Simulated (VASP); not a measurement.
Set up this calculation in VASP 6.6.1, as the native input.

| Property | Result |
| --- | --- |
| Task | single point |
| Functional | LDA |
| Potentials or basis | VASP PAW LDA potentials, release 64 (Ni, Al) |
| Cutoff | 520 eV |
| k mesh | 10 × 10 × 9 |
| Occupations | fermi-dirac, width 0.05 eV |
| Spin | collinear spin, ferromagnetic start |
| Starting moments | [1.0, 0.0] μB |
| Dipole correction | no |
| Further INCAR settings | ALGO = Normal; EDIFF = 1e-06; NBANDS = 18 |

The structure of AlNi lies in POSCAR:

```
AlNi
1.0
    1.9256822388     -1.9400810963      0.0000000000
    1.9256822388      1.9400810963      0.0000000000
    0.0000000000      0.0000000000      3.0786278706
Ni Al
1 1
Direct
    0.5000000000      0.5000000000      0.5000000000
    0.0000000000      0.0000000000      0.0000000000
```

The input as run:

INCAR

```
SYSTEM = AlNi
PREC = Accurate
ENCUT = 520
EDIFF = 1E-6
ISMEAR = -1
SIGMA = 0.05
LREAL = .False.
LASPH = .True.
NELM = 150
ALGO = Normal
ISIF = 2
LWAVE = .False.
LCHARG = .True.
ISPIN = 2
MAGMOM = 1 0
LORBIT = 11
LMAXMIX = 4
GGA = CA
LELF = .True.
LVHAR = .True.
NBANDS = 18
```

KPOINTS

```
regular mesh
0
Gamma
  10 10 9
  0 0 0
```

Potentials or basis: VASP PAW LDA potentials, release 64 (Ni, Al).

The run is started by

```console
$ cat potpaw_LDA.64/Ni/POTCAR potpaw_LDA.64/Al/POTCAR > POTCAR
$ mpirun -np 1 vasp_std > vasp.out
```

It gave:

The pressure is -1.2 GPa, the net moment is 0.00 μB per cell and the valence electrons inside the program's atomic spheres are Ni 9.56; Al 0.83.

Wall time 110 s on 1 thread of Intel Xeon 8259CL, with other jobs on the host, peak memory 0.2 GiB.
